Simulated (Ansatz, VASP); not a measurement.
## BeZn4O in VASP and in Ansatz

```
Be Zn O
1.0
     0.00000    3.48476    3.48476
     3.48476    0.00000    3.48476
     3.48476    3.48476    0.00000
Be Zn O
1 4 1
Direct
  0.00000 0.00000 0.00000
  0.62517 0.12449 0.62517
  0.12449 0.62517 0.62517
  0.62517 0.62517 0.62517
  0.62517 0.62517 0.12449
  0.25000 0.25000 0.25000
```

Change from the starting cell: species swapped into the HfZrFe4 type (F-43m, No. 216).

Alike in both runs: functional PBE; k mesh 4 × 4 × 4; occupations gaussian, width 0.2 eV; no spin polarisation.

Ansatz relaxed the structure, and its values are those at the end. VASP's run is a single point on that final structure, the one shown.

```csv
,VASP,Ansatz
version,VASP 6.6.1,Ansatz 0.2.0
potentials or method,"VASP PAW PBE potentials, release 64 (Be, Zn, O), cutoff 600 eV","scalar-relativistic, plane waves, PAW"
valence electrons in the cell,56,56
```

|  | VASP | Ansatz | Ansatz less VASP |
| --- | --- | --- | --- |
| gap on the k mesh at the Fermi level (eV) | none | none | - |
| pressure (GPa) | 0.5 | 0.2 | -0.24 |

A gap of «none» marks a metal or a gap that the smearing closes.

The k mesh is coarse, so the values compare programs but aren't converged.
